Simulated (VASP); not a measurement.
# PbO (zincblende type) (F-43m) in VASP: a series of runs

The runs below take PbO (zincblende type) through relaxation of cell and atoms, with PBE.

All numbers are computed with VASP 6.6.1; they aren't measurements. Logs are shortened: lines on timing, memory, paths and dates and some standing lists are left out, and cuts for length are marked.

## 1. The cell of the first run

The structure is cubic, space group F-43m (No. 216). The conventional cell has a = 5.189 Å, b = 5.189 Å, c = 5.189 Å, α = 90.00°, β = 90.00°, γ = 90.00°. Pb (site symmetry -43m) has 4 O at 2.25 Å within 3.0 Å. O (site symmetry -43m) has 4 Pb at 2.25 Å within 3.0 Å.

## 2. Relaxation of cell and atoms, PBE, target pressure 12 GPa, at which the enthalpy is minimised

Input file INCAR:

```
PREC = Accurate
ENCUT = 600
EDIFF = 1E-6
ISMEAR = -1
SIGMA = 0.05
LREAL = False
LASPH = True
NELM = 60
ALGO = Normal
ISIF = 3
LWAVE = False
LCHARG = False
GGA = PE
IBRION = 2
NSW = 60
EDIFFG = -0.005
PSTRESS = 120.0
```

Input file KPOINTS:

```
Automatic mesh
0
Gamma
  14 14 14
```

Input file POSCAR:

```
PbO
1.0
    0.0000000000      2.5943035689      2.5943035689
    2.5943035689      0.0000000000      2.5943035689
    2.5943035689      2.5943035689      0.0000000000
Pb O
1 1
Direct
    0.0000000000      0.0000000000      0.0000000000
    0.2500000000      0.2500000000      0.2500000000
```

Potentials or basis: VASP PAW PBE potentials, release 64 (Pb_d, O).

The run is started by

```console
$ cat potpaw_PBE.64/Pb_d/POTCAR potpaw_PBE.64/O/POTCAR > POTCAR
$ mpirun -np 1 vasp_std > vasp.out
```

OUTCAR:

```text
PREC = Accurate
   ENCUT = 600
   EDIFF = 1E-6
   ISMEAR = -1
   LREAL = False
   LASPH = True
   NELM = 60
   ISIF = 3
   GGA = PE
   IBRION = 2
   NSW = 60
   EDIFFG = -0.005
   PSTRESS = 120.0

 ion  position               nearest neighbor table
   1  0.000  0.000  0.000-   2 2.25   2 2.25   2 2.25   2 2.25
   2  0.250  0.250  0.250-   1 2.25   1 2.25   1 2.25   1 2.25

  LATTYP: Found a face centered cubic cell.
 ALAT       =     5.1886071378

  Lattice vectors:

 A1 = (   0.0000000000,   2.5943035689,   2.5943035689)
 A2 = (   2.5943035689,   0.0000000000,   2.5943035689)
 A3 = (   2.5943035689,   2.5943035689,   0.0000000000)

Analysis of symmetry for initial positions (statically):
=====================================================================
 Subroutine PRICEL returns:
 Original cell was already a primitive cell.

 Routine SETGRP: Setting up the symmetry group for a
 face centered cubic supercell.

 Subroutine GETGRP returns: Found 24 space group operations
 (whereof 24 operations were pure point group operations)
 out of a pool of 48 trial point group operations.

The static configuration has the point symmetry T_d .

Analysis of symmetry for dynamics (positions and initial velocities):
=====================================================================
 Subroutine PRICEL returns:
 Original cell was already a primitive cell.

 Routine SETGRP: Setting up the symmetry group for a
 face centered cubic supercell.

 Subroutine GETGRP returns: Found 24 space group operations
 (whereof 24 operations were pure point group operations)
 out of a pool of 48 trial point group operations.

The dynamic configuration has the point symmetry T_d .

 Subroutine INISYM returns: Found 24 space group operations
 (whereof 24 operations are pure point group operations),
 and found     1 'primitive' translations

----------------------------------------------------------------------------------------

                                     Primitive cell

  volume of cell :      34.9215

  direct lattice vectors                    reciprocal lattice vectors
     0.000000000  2.594303569  2.594303569    -0.192729951  0.192729951  0.192729951
     2.594303569  0.000000000  2.594303569     0.192729951 -0.192729951  0.192729951
     2.594303569  2.594303569  0.000000000     0.192729951  0.192729951 -0.192729951

  length of vectors
     3.668899292  3.668899292  3.668899292     0.333818067  0.333818067  0.333818067

  position of ions in fractional coordinates (direct lattice)
     0.000000000  0.000000000  0.000000000
     0.250000000  0.250000000  0.250000000

  ion indices of the primitive-cell ions
   primitive index   ion index
                 1           1
                 2           2
[... 66 lines left out ...]
   ISPIN  =      1    spin polarized calculation?
   LNONCOLLINEAR =      F non collinear calculations
   LSORBIT =      F    spin-orbit coupling
   LASPH  =      T    aspherical Exc in radial PAW
   ENCUT  =  600.0 eV  44.10 Ry    6.64 a.u.   7.33  7.33  7.33*2*pi/ulx,y,z
   NELM   =     60;   NELMIN=  2; NELMDL= -5     # of ELM steps
   EDIFF  = 0.1E-05   stopping-criterion for ELM
   LREAL  =      F    real-space projection
   EDIFFG = -.5E-02   stopping-criterion for IOM
   NSW    =     60    number of steps for IOM
   IBRION =      2    ionic relax: 0-MD 1-quasi-New 2-CG
   NFREE  =      1    steps in history (QN), initial steepest desc. (CG)
   ISIF   =      3    stress and relaxation
   ISYM   =      2    0-nonsym 1-usesym 2-fastsym
   POTIM  = 0.5000    time-step for ionic-motion
   TEBEG  =    0.0;   TEEND  =   0.0 temperature during run
   PSTRESS=  120.0 pullay stress
   NELECT =      20.0000    total number of electrons
   NUPDOWN=      -1.0000    fix difference up-down
   EMIN   =  10.00;   EMAX   =-10.00  energy-range for DOS
   EFERMI =   0.00;   METHOD = LEGACY
   ISMEAR =    -1;   SIGMA  =   0.05  broadening in eV -4-tet -1-fermi 0-gaus
   EFERMI_NEDOS =   21; number of points for ismear=-14 and -15
   IALGO  =     38    algorithm
   IMIX   =      4    mixing-type and parameters
     AMIX     =   0.40;   BMIX     =  1.00
     AMIX_MAG =   1.60;   BMIX_MAG =  1.00
  volume/ion in A,a.u.               =      17.46       117.83
  Fermi-wavevector in a.u.,A,eV,Ry     =   1.359526  2.569131 25.147780  1.848310
  Thomas-Fermi vector in A             =   2.486266
   LORBIT       =      0    0 simple, 1 ext, 2 COOP (PROOUT), +10 PAW based schemes
   GGA     = PE    functional components
   LHFCALC =     F    Hartree Fock is set to
   AEXX    =    0.0000 exact exchange contribution
   IVDW    =     0    specifies the selected vdW correction
   LEPSILON=     F    determine dielectric tensor
   LRPA    =     F    only Hartree local field effects (RPA)
 conjugate gradient relaxation of ions
 non-spin polarized calculation
  energy-cutoff  :      600.00
  volume of cell :       34.92
 maximum number of plane-waves:      1211
 NGX is ok and might be reduce to    30
   NGX = 15   NGY = 15   NGZ = 15

--------------------------------------- Ionic step        1  -------------------------------------------

 number of electron      20.0000001 magnetization

 Free energy of the ion-electron system (eV)
  ---------------------------------------------------
  ext. energy  EPLUGINS =         0.00000000
  ---------------------------------------------------
  free energy    TOTEN  =        -9.61011303 eV

  energy without entropy =       -9.60774864  energy(sigma->0) =       -9.60893084

 E-fermi :   7.7349     XC(G=0): -10.5265

 val. band max:        7.7239989826   @ k =  -0.2857   0.5000   0.2143
 cond. band min:       7.8155739452   @ k =   0.5000   0.4286   0.0000
 fundamental gap:      0.0915749626
 Fermi energy:         7.7348822654

 k-point     1 :       0.0000    0.0000    0.0000
  band No.  band energies     occupation
      1     -12.1978      2.00000
      2      -9.3997      2.00000
      3      -9.3997      2.00000
      4      -9.3997      2.00000
      5      -9.1324      2.00000
      6      -9.1324      2.00000
      7       0.5175      2.00000
      8       4.1705      2.00000
      9       4.1705      2.00000
     10       4.1705      2.00000
     11      13.4868      0.00000
     12      13.4868      0.00000
     13      13.4868      0.00000
     14      17.1709      0.00000
[... 504 lines left out ...]
--------------------------------------- Ionic step        4  -------------------------------------------

 number of electron      20.0000000 magnetization

 Free energy of the ion-electron system (eV)
  ---------------------------------------------------
  ext. energy  EPLUGINS =         0.00000000
  ---------------------------------------------------
  free energy    TOTEN  =       -10.14644760 eV

  energy without entropy =      -10.14587098  energy(sigma->0) =      -10.14615929

 E-fermi :   6.1553     XC(G=0):  -9.8788

 val. band max:        6.1262926728   @ k =   0.5000   0.5000   0.0000
 cond. band min:       6.3766150022   @ k =   0.5000   0.4286   0.0000
 fundamental gap:      0.2503223294
 Fermi energy:         6.1553239910

 k-point     1 :       0.0000    0.0000    0.0000
  band No.  band energies     occupation
      1     -12.6049      2.00000
      2     -10.6302      2.00000
      3     -10.6302      2.00000
      4     -10.6302      2.00000
      5     -10.4689      2.00000
      6     -10.4689      2.00000
      7      -0.9465      2.00000
      8       3.1926      2.00000
      9       3.1926      2.00000
     10       3.1926      2.00000
     11      11.5572      0.00000
     12      11.5572      0.00000
     13      11.5572      0.00000
     14      14.7712      0.00000
[... 424 lines left out ...]
  energy  without entropy=      -10.1458709804  energy(sigma->0) =      -10.14615929

  enthalpy is  TOTEN    =        -7.1975597439 eV   P V=        2.9488878601

 reached required accuracy - stopping structural energy minimisation
```

CONTCAR:

```text
PbO
   1.00000000000000
     0.0000000000000000    2.7001374107281340    2.7001374107281340
     2.7001374107281340   -0.0000000000000000    2.7001374107281340
     2.7001374107281340    2.7001374107281340   -0.0000000000000000
  Pb              O
     1     1
Direct
     0.0000000000000000    0.0000000000000000    0.0000000000000000
     0.2500000000000000    0.2500000000000000    0.2500000000000000

  0.00000000E+00  0.00000000E+00  0.00000000E+00
  0.00000000E+00  0.00000000E+00  0.00000000E+00
```

It took 81 s on 1 thread of Intel Xeon 6975P-C (Granite Rapids), shared host; peak memory 0.22 GiB.

What came out:

| Item | Value |
| --- | --- |
| Free energy | -10.1464 eV |
| Relaxed volume | 19.69 Å³/atom |
| Relaxed cell | a = 3.819 Å, b = 3.819 Å, c = 3.819 Å, α = 60.00°, β = 60.00°, γ = 60.00° |
| Space group after relaxing (to 0.1 Å) | F-43m (No. 216) |
| Energy change on relaxing (the run minimises the enthalpy) | -268.2 meV/atom |
| Ionic steps | 4 |
| Pressure after relaxing | 12.0 GPa |
| Band gap on the k mesh | 0.10 eV (least direct gap 0.27 eV) |

The path:
```tsv
step	energy change (eV)	largest force (eV/Å)	pressure (GPa)	volume (Å³)
1	0.0000	0.0000	27.95	34.92
2	-0.7328	0.0000	1.37	44.46
3	-0.5433	0.0000	11.75	39.47
4	-0.5363	0.0000	12.02	39.37
```

Final structure:
```cif
data_structure
_symmetry_space_group_name_H-M 'P 1'
_symmetry_Int_Tables_number 1
_cell_length_a 3.8186
_cell_length_b 3.8186
_cell_length_c 3.8186
_cell_angle_alpha 60.000
_cell_angle_beta 60.000
_cell_angle_gamma 60.000
_cell_volume 39.37
loop_
_atom_site_label
_atom_site_type_symbol
_atom_site_fract_x
_atom_site_fract_y
_atom_site_fract_z
_atom_site_occupancy
Pb1 Pb 0.00000 0.00000 0.00000 1
O1 O 0.25000 0.25000 0.25000 1
```

Caveat: the cell is relaxed towards a set pressure, so the run minimises the enthalpy, not the energy; the smearing spreads over this small gap; spin-orbit coupling is left out, which moves the levels of the heavy elements. A k mesh can miss the band edges.

## 3. Relaxation of cell and atoms, PBE, target pressure 12 GPa, at which the enthalpy is minimised

This run uses another cell than the first one, of 19.68 Å³/atom.

Input file INCAR:

```
ALGO = Normal
EDIFF = 1E-6
EDIFFG = -0.005
ENCUT = 600
GGA = PE
IBRION = 2
ISIF = 3
ISMEAR = -1
LASPH = T
LCHARG = F
LREAL = F
LWAVE = F
NELM = 60
NSW = 32
PREC = Accurate
PSTRESS = 120.0
SIGMA = 0.05
```

Input file KPOINTS:

```
k-points
0
Gamma
  14 14 14
```

Input file POSCAR:

```
PbO
1.0
    0.0000000000      2.6999200399      2.6999200399
    2.6999200399      0.0000000000      2.6999200399
    2.6999200399      2.6999200399      0.0000000000
Pb O
1 1
Direct
    0.0000000000      0.0000000000      0.0000000000
    0.2500000000      0.2500000000      0.2500000000
```

Potentials or basis: VASP PAW PBE potentials, release 64 (Pb_d, O).

The run is started by

```console
$ cat potpaw_PBE.64/Pb_d/POTCAR potpaw_PBE.64/O/POTCAR > POTCAR
$ mpirun -np 1 vasp_std > vasp.out
```

Wall time 22 s (1 thread of Intel Xeon 6975P-C (Granite Rapids), shared host); peak memory 0.22 GiB.

It converged, with:

```
Free energy             : -10.1507 eV
Pressure after relaxing : 12.0 GPa
Band gap on the k mesh  : 0.10 eV (least direct gap 0.27 eV)
```

Final structure:
```
Pb O
1.0
     0.00000    2.69992    2.69992
     2.69992    0.00000    2.69992
     2.69992    2.69992    0.00000
Pb O
1 1
Direct
  0.00000 0.00000 0.00000
  0.25000 0.25000 0.25000
```

Levels at points of the mesh, in eV from the valence-band top:
```
           k point  band 8  band 9  band 10  band 11  band 12  band 13
(0.00, 0.00, 0.00)   -2.83   -2.83    -2.83     5.53     5.53     5.53
(0.50, 0.00, 0.00)   -3.38   -3.38    -2.46     2.29     5.73     5.73
(0.50, 0.50, 0.00)   -4.28   -4.28    -0.17     0.10     6.21     6.21
```

Caveat: the relaxation stopped at its first step, so nothing moved; the cell is relaxed towards a set pressure, so the run minimises the enthalpy, not the energy; the smearing spreads over this small gap; spin-orbit coupling is left out, which moves the levels of the heavy elements. A k mesh can miss the band edges.

The gap in the log of VASP goes by the Fermi energy; the results here count the filled bands.